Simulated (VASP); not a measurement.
# CdF2 (Fm-3m) in VASP: further runs

The runs below take CdF2 through single point, with PBEsol+D3(BJ), PBE.

All numbers are computed with VASP 6.6.1; they aren't measurements. Logs are shortened: lines on timing, memory, paths and dates and some standing lists are left out, and cuts for length are marked.

### 1 The cell of the first run

It takes space group Fm-3m (No. 225, cubic). Conventional cell: a = 5.388 Å, b = 5.388 Å, c = 5.388 Å, α = 90.00°, β = 90.00°, γ = 90.00°. Cd (site symmetry m-3m) has 8 F at 2.33 Å within 3.1 Å. Within 3.1 Å of F (site symmetry -43m) lie 4 Cd at 2.33 Å and 6 F at 2.69 Å.

### 2 Single point, PBEsol+D3(BJ)

The input, INCAR:

```
PREC = Accurate ; ENCUT = 520
EDIFF = 1E-6 ; ISMEAR = -1
SIGMA = 0.05 ; LREAL = F
LASPH = T ; NELM = 60
ALGO = Normal ; ISIF = 2
LWAVE = F ; LCHARG = F
GGA = PS ; IVDW = 12
NBANDS = 20
```

The input, KPOINTS:

```
regular mesh
0
Gamma
  9 9 9
```

The input, POSCAR:

```
CdF2
1.0
    0.0000000000      2.6940000000      2.6940000000
    2.6940000000      0.0000000000      2.6940000000
    2.6940000000      2.6940000000      0.0000000000
Cd F
1 2
Direct
    0.0000000000      0.0000000000      0.0000000000
    0.7500000000      0.7500000000      0.7500000000
    0.2500000000      0.2500000000      0.2500000000
```

Potentials or basis: VASP PAW PBE potentials, release 64 (Cd, F).

The run is started by

```bash
> cat potpaw_PBE.64/Cd/POTCAR potpaw_PBE.64/F/POTCAR > POTCAR
> mpirun -np 1 vasp_std > vasp.out
```

OUTCAR:

```text
PREC = Accurate
   ENCUT = 520
   EDIFF = 1E-6
   ISMEAR = -1
   LREAL = F
   LASPH = T
   NELM = 60
   ISIF = 2
   GGA = PS
   IVDW = 12
 IVDW          = 12

 ion  position               nearest neighbor table
   1  0.000  0.000  0.000-   2 2.33   2 2.33   2 2.33   2 2.33   3 2.33   3 2.33   3 2.33   3 2.33

   2  0.750  0.750  0.750-   1 2.33   1 2.33   1 2.33   1 2.33
   3  0.250  0.250  0.250-   1 2.33   1 2.33   1 2.33   1 2.33

  LATTYP: Found a face centered cubic cell.
 ALAT       =     5.3880000000

  Lattice vectors:

 A1 = (   0.0000000000,   2.6940000000,   2.6940000000)
 A2 = (   2.6940000000,   0.0000000000,   2.6940000000)
 A3 = (   2.6940000000,   2.6940000000,   0.0000000000)

Analysis of symmetry for initial positions (statically):
=====================================================================
 Subroutine PRICEL returns:
 Original cell was already a primitive cell.

 Routine SETGRP: Setting up the symmetry group for a
 face centered cubic supercell.

 Subroutine GETGRP returns: Found 48 space group operations
[... 9 lines left out ...]

 Routine SETGRP: Setting up the symmetry group for a
 face centered cubic supercell.

 Subroutine GETGRP returns: Found 48 space group operations
[... 11 lines left out ...]
                                     Primitive cell

  volume of cell :      39.1041

  direct lattice vectors                    reciprocal lattice vectors
     0.000000000  2.694000000  2.694000000    -0.185597624  0.185597624  0.185597624
     2.694000000  0.000000000  2.694000000     0.185597624 -0.185597624  0.185597624
     2.694000000  2.694000000  0.000000000     0.185597624  0.185597624 -0.185597624

  length of vectors
     3.809891337  3.809891337  3.809891337     0.321464515  0.321464515  0.321464515

  position of ions in fractional coordinates (direct lattice)
     0.000000000  0.000000000  0.000000000
     0.750000000  0.750000000  0.750000000
     0.250000000  0.250000000  0.250000000

  ion indices of the primitive-cell ions
   primitive index   ion index
                 1           1
                 2           2
                 3           3

----------------------------------------------------------------------------------------

 KPOINTS: regular mesh

Automatic generation of k-mesh.
 Grid dimensions read from file:
 generate k-points for:    9    9    9

 Generating k-lattice:

  Cartesian coordinates                     Fractional coordinates (reciprocal lattice)
    -0.020621958  0.020621958  0.020621958     0.111111111  0.000000000  0.000000000
     0.020621958 -0.020621958  0.020621958     0.000000000  0.111111111  0.000000000
     0.020621958  0.020621958 -0.020621958     0.000000000  0.000000000  0.111111111

  Length of vectors
     0.035718279  0.035718279  0.035718279

  Shift w.r.t. Gamma in fractional coordinates (k-lattice)
     0.000000000  0.000000000  0.000000000

 Subroutine IBZKPT returns following result:
 ===========================================

 Found     35 irreducible k-points:

 Following reciprocal coordinates:
            Coordinates               Weight
  0.000000  0.000000  0.000000      1.000000
  0.111111  0.000000  0.000000      8.000000
  0.222222  0.000000  0.000000      8.000000
  0.333333  0.000000  0.000000      8.000000
  0.444444  0.000000  0.000000      8.000000
  0.111111  0.111111  0.000000      6.000000
[... 16 lines left out ...]
 -0.333333  0.333333  0.000000     12.000000
  0.444444  0.444444  0.000000      6.000000
 [... further k-points ...]
   k-points           NKPTS =     35   k-points in BZ     NKDIM =     35   number of bands    NBANDS=     20
   number of dos      NEDOS =    301   number of ions     NIONS =      3
   total plane-waves  NPLWV =  21952
   dimension x,y,z NGX =    28 NGY =   28 NGZ =   28
   dimension x,y,z NGXF=    56 NGYF=   56 NGZF=   56
   ions per type =               1   2
   NGX,Y,Z   is equivalent  to a cutoff of  12.22, 12.22, 12.22 a.u.
   NGXF,Y,Z  is equivalent  to a cutoff of  24.44, 24.44, 24.44 a.u.
 SYSTEM =  unknown system
   PREC   = accura    normal or accurate (medium, high low for compatibility)
   ISTART =      0    job   : 0-new  1-cont  2-samecut
   ICHARG =      2    charge: 1-file 2-atom 10-const
   ISPIN  =      1    spin polarized calculation?
   LNONCOLLINEAR =      F non collinear calculations
   LSORBIT =      F    spin-orbit coupling
   LASPH  =      T    aspherical Exc in radial PAW
   ENCUT  =  520.0 eV  38.22 Ry    6.18 a.u.   7.08  7.08  7.08*2*pi/ulx,y,z
   NELM   =     60;   NELMIN=  2; NELMDL= -5     # of ELM steps
   EDIFF  = 0.1E-05   stopping-criterion for ELM
   LREAL  =      F    real-space projection
   EDIFFG = 0.1E-04   stopping-criterion for IOM
   NSW    =      0    number of steps for IOM
   IBRION =     -1    ionic relax: 0-MD 1-quasi-New 2-CG
   NFREE  =      0    steps in history (QN), initial steepest desc. (CG)
   ISIF   =      2    stress and relaxation
   ISYM   =      2    0-nonsym 1-usesym 2-fastsym
   POTIM  = 0.5000    time-step for ionic-motion
   TEBEG  =    0.0;   TEEND  =   0.0 temperature during run
   PSTRESS=    0.0 pullay stress
   NELECT =      26.0000    total number of electrons
   NUPDOWN=      -1.0000    fix difference up-down
   EMIN   =  10.00;   EMAX   =-10.00  energy-range for DOS
   EFERMI =   0.00;   METHOD = LEGACY
   ISMEAR =    -1;   SIGMA  =   0.05  broadening in eV -4-tet -1-fermi 0-gaus
   EFERMI_NEDOS =   21; number of points for ismear=-14 and -15
   IALGO  =     38    algorithm
   IMIX   =      4    mixing-type and parameters
     AMIX     =   0.40;   BMIX     =  1.00
     AMIX_MAG =   1.60;   BMIX_MAG =  1.00
  volume/ion in A,a.u.               =      13.03        87.96
  Fermi-wavevector in a.u.,A,eV,Ry     =   1.428867  2.700166 27.778468  2.041660
  Thomas-Fermi vector in A             =   2.548882
   LORBIT       =      0    0 simple, 1 ext, 2 COOP (PROOUT), +10 PAW based schemes
   GGA     = PS    functional components
   LHFCALC =     F    Hartree Fock is set to
   AEXX    =    0.0000 exact exchange contribution
   IVDW    =    12    specifies the selected vdW correction
   LEPSILON=     F    determine dielectric tensor
   LRPA    =     F    only Hartree local field effects (RPA)
 non-spin polarized calculation
  energy-cutoff  :      520.00
  volume of cell :       39.10
 maximum number of plane-waves:      1067
   NGX = 15   NGY = 15   NGZ = 15

 number of electron      25.9999990 magnetization

 Free energy of the ion-electron system (eV)
  ---------------------------------------------------
  ext. energy  EPLUGINS =         0.00000000
  ---------------------------------------------------
  free energy    TOTEN  =       -11.59300796 eV

  energy without entropy =      -11.59300796  energy(sigma->0) =      -11.59300796

 E-fermi :  -0.2637     XC(G=0): -10.7080

 val. band max:       -1.4725983684   @ k =  -0.3333   0.4444   0.2222
 cond. band min:       1.4596835373   @ k =   0.0000   0.0000   0.0000
 fundamental gap:      2.9322819057
 Fermi energy:        -0.2637097868

 k-point     1 :       0.0000    0.0000    0.0000
  band No.  band energies     occupation
      1     -22.1606      2.00000
      2     -21.0249      2.00000
      3      -7.0716      2.00000
      4      -7.0716      2.00000
      5      -7.0716      2.00000
      6      -5.8198      2.00000
[... 12 lines left out ...]
     19      18.2283      0.00000
     20      18.2283      0.00000

 k-point     2 :       0.1111    0.0000    0.0000
  band No.  band energies     occupation
      1     -22.1195      2.00000
      2     -21.0603      2.00000
      3      -7.0234      2.00000
      4      -7.0234      2.00000
      5      -6.9374      2.00000
      6      -5.8352      2.00000
[... 12 lines left out ...]
     19      17.9056      0.00000
     20      17.9056      0.00000

 k-point     3 :       0.2222    0.0000    0.0000
  band No.  band energies     occupation
      1     -22.0076      2.00000
      2     -21.1603      2.00000
      3      -6.9047      2.00000
      4      -6.9047      2.00000
      5      -6.5673      2.00000
      6      -5.8554      2.00000
[... 12 lines left out ...]
     19      17.3154      0.00000
     20      17.8465      0.00000

 k-point     4 :       0.3333    0.0000    0.0000
  band No.  band energies     occupation
      1     -21.8470      2.00000
      2     -21.3050      2.00000
      3      -6.7863      2.00000
      4      -6.7863      2.00000
      5      -6.0615      2.00000
      6      -5.8269      2.00000
[... 12 lines left out ...]
     19      16.8344      0.00000
     20      17.6405      0.00000

 k-point     5 :       0.4444    0.0000    0.0000
  band No.  band energies     occupation
      1     -21.6689      2.00000
      2     -21.4699      2.00000
      3      -6.7277      2.00000
      4      -6.7277      2.00000
      5      -5.7607      2.00000
      6      -5.7607      2.00000
[... 12 lines left out ...]
     19      16.5754      0.00000
     20      17.1574      0.00000
[... 353 lines left out ...]
      6      -5.7282      2.00000
[... 12 lines left out ...]
     19      18.5774      0.00000
     20      19.2852      0.00000

 k-point    22 :      -0.4444    0.3333    0.0000
  band No.  band energies     occupation
      1     -21.6301      2.00000
      2     -21.4659      2.00000
      3      -6.6671      2.00000
      4      -6.2525      2.00000
      5      -6.0230      2.00000
      6      -5.8210      2.00000
[... 12 lines left out ...]
     19      18.9860      0.00000
     20      19.1812      0.00000

 k-point    23 :      -0.3333    0.3333    0.0000
  band No.  band energies     occupation
      1     -21.5618      2.00000
      2     -21.5413      2.00000
      3      -6.6117      2.00000
      4      -6.3058      2.00000
      5      -5.9541      2.00000
      6      -5.8277      2.00000
[... 12 lines left out ...]
     19      17.8218      0.00000
     20      20.1008      0.00000

 k-point    24 :       0.4444    0.4444    0.0000
  band No.  band energies     occupation
      1     -21.6937      2.00000
      2     -21.3966      2.00000
      3      -6.8329      2.00000
      4      -6.1450      2.00000
      5      -6.1450      2.00000
      6      -5.7035      2.00000
[... 12 lines left out ...]
     19      17.9268      0.00000
     20      19.6689      0.00000

 [... further k-points ...]

------------------------ aborting loop because EDIFF is reached ----------------------------------------

 Edisp (eV)   -0.41025

 E8    (eV) :    -0.2459

  FORCE on cell =-STRESS in cart. coord.  units (eV):
  Direction    XX          YY          ZZ          XY          YZ          ZX
  --------------------------------------------------------------------------------------
  -------------------------------------------------------------------------------------
  Total      -0.28762    -0.28762    -0.28762    -0.00000     0.00000     0.00000
  in kB     -11.78433   -11.78433   -11.78433    -0.00000     0.00000     0.00000
  external pressure =      -11.78 kB  Pullay stress =        0.00 kB

 VOLUME and BASIS-vectors are now :
 -----------------------------------------------------------------------------
  energy-cutoff  :      520.00
  volume of cell :       39.10
      direct lattice vectors                 reciprocal lattice vectors
     0.000000000  2.694000000  2.694000000    -0.185597624  0.185597624  0.185597624
     2.694000000  0.000000000  2.694000000     0.185597624 -0.185597624  0.185597624
     2.694000000  2.694000000  0.000000000     0.185597624  0.185597624 -0.185597624

 POSITION                                       TOTAL-FORCE (eV/Angst)
 -----------------------------------------------------------------------------------
      0.00000      0.00000      0.00000         0.000000     -0.000000      0.000000
      4.04100      4.04100      4.04100        -0.000000      0.000000      0.000000
      1.34700      1.34700      1.34700        -0.000000     -0.000000     -0.000000
 -----------------------------------------------------------------------------------
    total drift:                                0.000000      0.000000      0.000000

  FREE ENERGIE OF THE ION-ELECTRON SYSTEM (eV)
  ---------------------------------------------------
  free  energy   TOTEN  =       -12.0032539814 eV

  energy  without entropy=      -12.0032539814  energy(sigma->0) =      -12.00325398
```

Run time: 14 s. Hardware: 1 thread of Intel Xeon Platinum 8488C (Sapphire Rapids), shared host; peak memory 0.17 GiB.

What came out:

* Free energy: -12.0033 eV
* Pressure: -1.2 GPa
* Band gap on the k mesh: 2.93 eV, indirect (least direct gap 3.39 eV)
* Dispersion energy per atom: -0.137 eV

Caveat: three body term missing; the PAW data sets were made with another functional, which shifts forces and pressure a little. A k mesh can miss the band edges.

### 3 Single point, PBE

This run uses another cell than the first one, of 12.51 Å³/atom, 0.960 times its volume.

The input, INCAR:

```
SYSTEM = CdF2
  PREC = Accurate
  ENCUT = 520
  EDIFF = 1E-6
  ISMEAR = -1
  SIGMA = 0.05
  LREAL = .False.
  LASPH = .True.
  NELM = 80
  ALGO = Normal
  ISIF = 2
  LWAVE = .False.
  LCHARG = .False.
  GGA = PE
  NBANDS = 20
```

The input, KPOINTS:

```
Automatic mesh
0
Gamma
  9 9 9
  0 0 0
```

The input, POSCAR:

```
CdF2
1.0
    0.0000000000      2.6575901313      2.6575901313
    2.6575901313      0.0000000000      2.6575901313
    2.6575901313      2.6575901313      0.0000000000
Cd F
1 2
Direct
    0.0000000000      0.0000000000      0.0000000000
    0.7500000000      0.7500000000      0.7500000000
    0.2500000000      0.2500000000      0.2500000000
```

Potentials or basis: VASP PAW PBE potentials, release 64 (Cd, F).

The run is started by

```bash
> cat potpaw_PBE.64/Cd/POTCAR potpaw_PBE.64/F/POTCAR > POTCAR
> mpirun -np 1 vasp_std > vasp.out
```

Wall time 39 s (1 thread of AMD EPYC 7R13, shared host); peak memory 0.14 GiB.

The run converged. Its results:

| Quantity | Value |
| --- | --- |
| Free energy | -10.7694 eV |
| Pressure | 11.7 GPa |
| Band gap on the k mesh | 3.24 eV, indirect (least direct gap 3.66 eV) |

Levels at points of the mesh, in eV from the valence-band top:
```
           k point  band 9  band 10  band 11  band 12  band 13  band 14  band 15  band 16  band 17  band 18
(0.00, 0.00, 0.00)   -1.05    -1.05    -0.42    -0.42    -0.42     3.24    12.92    12.92    12.92    18.04
```
